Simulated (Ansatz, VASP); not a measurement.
# Cd2S in VASP and in Ansatz

The input INCAR:

```
ALGO = Normal
EDIFF = 1E-6
ENCUT = 520
GGA = PS
ISIF = 2
ISMEAR = -1
LASPH = T
LCHARG = T
LELF = T
LREAL = F
LVHAR = T
LWAVE = F
NBANDS = 22
NELM = 60
PREC = Accurate
SIGMA = 0.05
```

KPOINTS

```
k-points
0
Gamma
  8 8 5
```

The input POSCAR:

```
Cd2S
1.0
    3.9626700490      0.0000000000      0.0000000000
   -1.9813350245      3.4317729293      0.0000000000
    0.0000000000      0.0000000000      5.8091920000
Cd S
2 1
Direct
    0.3333333333      0.6666666667      0.9327170000
    0.6666666667      0.3333333333      0.5787350000
    0.3333333333      0.6666666667      0.3657050000
```

The input input.yaml:

```yaml
crystal:
  lattice:
    - [3.962670049, 0.0, 0.0]
    - [-1.9813350245, 3.4317729293, 0.0]
    - [0.0, 0.0, 5.809192]
  atoms:
    - { symbol: Cd, position: [0.3333333333, 0.6666666667, 0.932717] }
    - { symbol: Cd, position: [0.6666666667, 0.3333333333, 0.578735] }
    - { symbol: S, position: [0.3333333333, 0.6666666667, 0.365705] }
kpoints:
  mp_grid: { grid: [8, 8, 5] }
  band_path:
    path:
      - [0.0, 0.0, 0.0]
      - [0.5, 0.0, 0.0]
      - [0.3333333333, 0.3333333333, 0.0]
      - [0.0, 0.0, 0.0]
      - [0.0, 0.0, 0.5]
      - [0.5, 0.0, 0.5]
      - [0.3333333333, 0.3333333333, 0.5]
      - [0.0, 0.0, 0.5]
    npoints: 12
scf:
  occupations: { method: fermi_dirac, width: 0.05 }
hamiltonian:
  xc: pbesol
  pseudopotentials: { kind: all_electron, lapw: { basis_error: 0.002 } }
output:
  forces: true
  stress: true
  eigenvalues: true
```

Alike in both runs: functional PBEsol; k mesh 8 × 8 × 5; occupations fermi-dirac, width 0.05 eV; no spin polarisation.

|  | VASP | Ansatz |
| --- | --- | --- |
| version | VASP 6.6.1 | Ansatz 0.2.0 |
| potentials or method | VASP PAW PBE potentials, release 64 (Cd, S), cutoff 520 eV | all-electron LAPW, scalar-relativistic |
| task | single point | band structure |

VASP gave:

- gap on the k mesh at the Fermi level (eV): 0.22
- least direct gap on the mesh (eV): 0.56
- pressure (GPa): -2.7
- traceless stress, the component that is largest in VASP (GPa): -0.46
- rms of the force components (eV/Å): 0.055

Problem. Which values does Ansatz return?

Solution. gap on the k mesh at the Fermi level (eV): 0.22; least direct gap on the mesh (eV): 0.56; pressure (GPa): -3.0; traceless stress, the component that is largest in VASP (GPa): -0.54; rms of the force components (eV/Å): 0.062.

VASP's potentials were made for PBE, not for PBEsol. Atom by atom the forces differ by 0.011 eV/Å (rms over components). Ansatz ran all-electron here, and VASP with PAW potentials.
